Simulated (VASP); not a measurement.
# Te (Pm-3m) in VASP: notebook, part 2 of 2

VASP 6.6.1. Earlier steps stand in the parts before.

## Step 3: Single point, PBE (volume scaled by 0.92)

Contents of INCAR:

```
SYSTEM = Te
PREC     = Accurate       ! precision mode
ENCUT    = 520            ! plane-wave cutoff, eV
EDIFF    = 1E-6           ! SCF threshold, eV
ISMEAR   = -1             ! smearing method
SIGMA    = 0.08           ! smearing width, eV
LREAL    = .FALSE.        ! projectors in reciprocal space
LASPH    = .TRUE.         ! aspherical terms in the spheres
NELM     = 80             ! most SCF steps
ALGO     = Normal         ! electronic algorithm
ISIF     = 2              ! what is computed and relaxed
LWAVE    = .FALSE.        ! write WAVECAR
LCHARG   = .FALSE.        ! write CHGCAR
GGA      = PE             ! functional
NBANDS   = 9              ! bands
```

Contents of KPOINTS:

```
regular mesh
0
G
  12 12 12
  0 0 0
```

Contents of POSCAR:

```
Te
1.0
    3.1146726542      0.0000000000      0.0000000000
    0.0000000000      3.1146726542      0.0000000000
    0.0000000000      0.0000000000      3.1146726542
Te
1
Direct
    0.0000000000      0.0000000000      0.0000000000
```

Potentials or basis: VASP PAW PBE potentials, release 64 (Te).

Launch:

```bash
cat potpaw_PBE.64/Te/POTCAR > POTCAR
mpirun -np 1 vasp_std > vasp.out
```

OUTCAR:

```text
SYSTEM = Te
   PREC = Accurate
   ENCUT = 520
   EDIFF = 1E-6
   ISMEAR = -1
   LREAL = .FALSE.
   LASPH = .TRUE.
   NELM = 80
   ISIF = 2
   GGA = PE

 ion  position               nearest neighbor table
   1  0.000  0.000  0.000-

  LATTYP: Found a simple cubic cell.
 ALAT       =     3.1146726542

  Lattice vectors:

 A1 = (   3.1146726542,   0.0000000000,   0.0000000000)
 A2 = (   0.0000000000,   3.1146726542,   0.0000000000)
 A3 = (   0.0000000000,   0.0000000000,   3.1146726542)

Analysis of symmetry for initial positions (statically):
=====================================================================
 Subroutine PRICEL returns:
 Original cell was already a primitive cell.

 Routine SETGRP: Setting up the symmetry group for a
 simple cubic supercell.

 Subroutine GETGRP returns: Found 48 space group operations
 (whereof 48 operations were pure point group operations)
 out of a pool of 48 trial point group operations.

The static configuration has the point symmetry O_h .

Analysis of symmetry for dynamics (positions and initial velocities):
=====================================================================
 Subroutine PRICEL returns:
 Original cell was already a primitive cell.

 Routine SETGRP: Setting up the symmetry group for a
 simple cubic supercell.

 Subroutine GETGRP returns: Found 48 space group operations
 (whereof 48 operations were pure point group operations)
 out of a pool of 48 trial point group operations.

The dynamic configuration has the point symmetry O_h .

 Subroutine INISYM returns: Found 48 space group operations
 (whereof 48 operations are pure point group operations),
 and found     1 'primitive' translations

----------------------------------------------------------------------------------------

                                     Primitive cell

[... 103 lines left out ...]
   ISMEAR =    -1;   SIGMA  =   0.08  broadening in eV -4-tet -1-fermi 0-gaus
   EFERMI_NEDOS =   21; number of points for ismear=-14 and -15
   IALGO  =     38    algorithm
   IMIX   =      4    mixing-type and parameters
     AMIX     =   0.40;   BMIX     =  1.00
     AMIX_MAG =   1.60;   BMIX_MAG =  1.00
  volume/ion in A,a.u.               =      30.22       203.91
  Fermi-wavevector in a.u.,A,eV,Ry     =   0.955094  1.804866 12.411299  0.912205
  Thomas-Fermi vector in A             =   2.083901
   LORBIT       =      0    0 simple, 1 ext, 2 COOP (PROOUT), +10 PAW based schemes
   GGA     = PE    functional components
   LHFCALC =     F    Hartree Fock is set to
   AEXX    =    0.0000 exact exchange contribution
   IVDW    =     0    specifies the selected vdW correction
   LEPSILON=     F    determine dielectric tensor
   LRPA    =     F    only Hartree local field effects (RPA)
 non-spin polarized calculation
  energy-cutoff  :      520.00
  volume of cell :       30.22
 maximum number of plane-waves:       840
 NGX is ok and might be reduce to    24
   NGX = 11   NGY = 11   NGZ = 11

 number of electron       5.9999999 magnetization

 Free energy of the ion-electron system (eV)
  ---------------------------------------------------
  ext. energy  EPLUGINS =         0.00000000
  ---------------------------------------------------
  free energy    TOTEN  =        -3.06716718 eV

  energy without entropy =       -3.05456658  energy(sigma->0) =       -3.06086688

 E-fermi :   7.5536     XC(G=0):  -9.6267

 val. band max:        7.5113462030   @ k =   0.4167   0.1667   0.0000
 cond. band min:       7.5824978190   @ k =   0.5000   0.5000   0.2500
 fundamental gap:      0.0711516160
 Fermi energy:         7.5536477791

 k-point     1 :       0.0000    0.0000    0.0000
  band No.  band energies     occupation
      1      -6.7270      2.00000
      2       8.7874      0.00000
      3       8.7874      0.00000
      4       8.7874      0.00000
      5      13.4515      0.00000
      6      13.4515      0.00000
      7      14.3248      0.00000
      8      25.4971      0.00000
      9      25.4973      0.00000
[... 265 lines left out ...]
 k-point    24 :       0.4167    0.3333    0.0000
  band No.  band energies     occupation
      1      -3.6600      2.00000
      2       2.5310      2.00000
      3       4.0974      2.00000
      4      10.9879      0.00000
      5      11.2941      0.00000
      6      17.1821      0.00000
      7      19.7147      0.00000
      8      19.9698      0.00000
      9      21.0550      0.00000

 [... further k-points ...]
[... 5 lines left out ...]
  --------------------------------------------------------------------------------------
  -------------------------------------------------------------------------------------
  Total        0.9646689      0.9646689      0.9646689     -0.0000000     -0.0000000      0.0000000
  in kB       51.1507062     51.1507062     51.1507062     -0.0000000     -0.0000000      0.0000000
  external PRESSURE =      51.1507062 kB  Pullay stress =       0.0000000 kB

 VOLUME and BASIS-vectors are now :
 -----------------------------------------------------------------------------
  energy-cutoff  :      520.00
  volume of cell :       30.22
      direct lattice vectors                 reciprocal lattice vectors
     3.114672654  0.000000000  0.000000000     0.321061027  0.000000000  0.000000000
     0.000000000  3.114672654  0.000000000     0.000000000  0.321061027  0.000000000
     0.000000000  0.000000000  3.114672654     0.000000000  0.000000000  0.321061027

 POSITION                                       TOTAL-FORCE (eV/Angst)
 -----------------------------------------------------------------------------------
      0.00000      0.00000      0.00000         0.000000      0.000000      0.000000
 -----------------------------------------------------------------------------------
    total drift:                               -0.000000      0.000000      0.000000

  FREE ENERGIE OF THE ION-ELECTRON SYSTEM (eV)
  ---------------------------------------------------
  free  energy   TOTEN  =        -3.0671671816 eV

  energy  without entropy=       -3.0545665771  energy(sigma->0) =       -3.06086688
```

stdout:

```text
POSCAR found type information on POSCAR Te
 POSCAR found :  1 types and       1 ions
 scaLAPACK will be used
 LDA part: xc-table for (Slater+PW92), standard interpolation
 POSCAR, INCAR and KPOINTS ok, starting setup
 FFT: planning ... GRIDC
 FFT: planning ... GRID_SOFT
 FFT: planning ... GRID
 WAVECAR not read
 entering main loop
```

Run time: 6.8 s. Hardware: 1 thread of Intel Xeon Platinum 8488C (Sapphire Rapids), shared host; peak memory 0.14 GiB.

Results:

```yaml
Free_energy: -3.0672 eV
Pressure: 5.1 GPa
Band_gap_on_the_k_mesh: zero (band 3 reaches 10.36 eV, above the bottom of band 4 at 4.26 eV)
```

Caveat: the cell differs from its parent crystal (volume scaled by 0.92); spin-orbit coupling is left out, which moves the levels of the heavy elements.

## Step 4: Single point, PBE

This run uses another cell than the first one, of 32.84 Å³/atom, 1.190 times its volume.

Contents of INCAR:

```
SYSTEM = Te
  PREC = Accurate
  ENCUT = 520
  EDIFF = 1E-7
  ISMEAR = -1
  SIGMA = 0.08
  LREAL = .FALSE.
  LASPH = .TRUE.
  NELM = 60
  ALGO = Normal
  ISIF = 2
  LWAVE = .FALSE.
  LCHARG = .FALSE.
  GGA = PE
  NBANDS = 9
```

KPOINTS is that of step 3.

Contents of POSCAR:

```
Te
1.0
    3.2024557246      0.0000000000      0.0000000000
    0.0000000000      3.2024557246      0.0000000000
    0.0000000000      0.0000000000      3.2024557246
Te
1
Direct
    0.0000000000      0.0000000000      0.0000000000
```

Potentials or basis: VASP PAW PBE potentials, release 64 (Te).

Launch:

```bash
cat potpaw_PBE.64/Te/POTCAR > POTCAR
mpirun -np 1 vasp_std > vasp.out
```

OUTCAR:

```text
SYSTEM = Te
   PREC = Accurate
   ENCUT = 520
   EDIFF = 1E-7
   ISMEAR = -1
   LREAL = .FALSE.
   LASPH = .TRUE.
   NELM = 60
   ISIF = 2
   GGA = PE

 ion  position               nearest neighbor table
   1  0.000  0.000  0.000-

  LATTYP: Found a simple cubic cell.
 ALAT       =     3.2024557246

  Lattice vectors:

 A1 = (   3.2024557246,   0.0000000000,   0.0000000000)
 A2 = (   0.0000000000,   3.2024557246,   0.0000000000)
 A3 = (   0.0000000000,   0.0000000000,   3.2024557246)

[... 457 lines left out ...]
      1      -4.5186      2.00000
      2       1.8965      2.00000
      3       3.2751      2.00000
      4       9.7078      0.00000
      5      10.1681      0.00000
      6      15.7939      0.00000
      7      18.3484      0.00000
      8      18.6941      0.00000
      9      19.5785      0.00000

 [... further k-points ...]
[... 5 lines left out ...]
  --------------------------------------------------------------------------------------
  -------------------------------------------------------------------------------------
  Total       -0.0093559     -0.0093559     -0.0093559     -0.0000000      0.0000000      0.0000000
  in kB       -0.4564028     -0.4564028     -0.4564028     -0.0000000      0.0000000      0.0000000
  external PRESSURE =      -0.4564028 kB  Pullay stress =       0.0000000 kB

 VOLUME and BASIS-vectors are now :
 -----------------------------------------------------------------------------
  energy-cutoff  :      520.00
  volume of cell :       32.84
      direct lattice vectors                 reciprocal lattice vectors
     3.202455725  0.000000000  0.000000000     0.312260367  0.000000000  0.000000000
     0.000000000  3.202455725  0.000000000     0.000000000  0.312260367  0.000000000
     0.000000000  0.000000000  3.202455725     0.000000000  0.000000000  0.312260367

 POSITION                                       TOTAL-FORCE (eV/Angst)
 -----------------------------------------------------------------------------------
      0.00000      0.00000      0.00000         0.000000      0.000000      0.000000
 -----------------------------------------------------------------------------------
    total drift:                               -0.000000      0.000000      0.000000

  FREE ENERGIE OF THE ION-ELECTRON SYSTEM (eV)
  ---------------------------------------------------
  free  energy   TOTEN  =        -3.1054551056 eV

  energy  without entropy=       -3.0924119274  energy(sigma->0) =       -3.09893352
```

Wall time 8.4 s (1 thread of Intel Xeon Platinum 8488C (Sapphire Rapids), shared host); peak memory 0.15 GiB.

What came out:

| Item | Value |
| --- | --- |
| Free energy | -3.1055 eV |
| Pressure | 0.0 GPa |
| Band gap on the k mesh | zero (band 3 reaches 8.91 eV, above the bottom of band 4 at 3.43 eV) |

Levels at points of the mesh, in eV from the Fermi level:
```
           k point  band 1  band 2  band 3  band 4  band 5  band 6
(0.00, 0.00, 0.00)  -13.59    1.16    1.16    1.16    6.03    6.03
(0.50, 0.00, 0.00)  -11.89   -5.94    2.51    2.51    7.80    9.36
(0.50, 0.50, 0.00)  -10.15   -4.39   -4.39    2.18    3.80   10.78
(0.50, 0.50, 0.50)   -8.32   -2.97   -2.97   -2.97    4.45    4.45
```

Caveat: spin-orbit coupling is left out, which moves the levels of the heavy elements.

## Step 5: Overview

```tsv
cell	gap on the mesh (eV)	pressure (GPa)
a = 3.022 Å, 1 atom	none	13.3
a = 3.115 Å, 1 atom	none	5.1
a = 3.202 Å, 1 atom	none	0.0
```

Alike in all rows: task single point; level PBE; potentials or basis VASP PAW PBE potentials, release 64 (Te); no spin polarisation; k mesh 12 × 12 × 12; cutoff (eV) 520; smearing fermi-dirac 0.08 eV.

Caveats: spin-orbit coupling is left out, which moves the levels of the heavy elements.

Total energies depend on the potentials used, so only differences within one code and one set of settings carry meaning.
